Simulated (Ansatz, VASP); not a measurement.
# SnSe: VASP beside Ansatz

```
Sn Se
1.0
     3.41667    0.00000    0.00000
     0.00000    3.41667    0.00000
     0.00000    0.00000    3.41667
Sn Se
1 1
Direct
  0.00000 0.00000 0.00000
  0.50000 0.50000 0.50000
```

Change from the starting cell: volume scaled by 0.8, LAPW.

Alike in both runs: task single point; functional PBE; k mesh 14 × 14 × 14; occupations fermi-dirac, width 0.08 eV; no spin polarisation.

|  | VASP | Ansatz |
| --- | --- | --- |
| version | VASP 6.6.1 | Ansatz 0.2.0 |
| potentials or method | VASP PAW PBE potentials, release 64 (Sn_d, Se), cutoff 520 eV | all-electron LAPW, scalar-relativistic |

|  | VASP | Ansatz | Ansatz less VASP |
| --- | --- | --- | --- |
| pressure (GPa) | 17.7 | 17.7 | -0.05 |

Ansatz ran all-electron here, and VASP with PAW potentials.
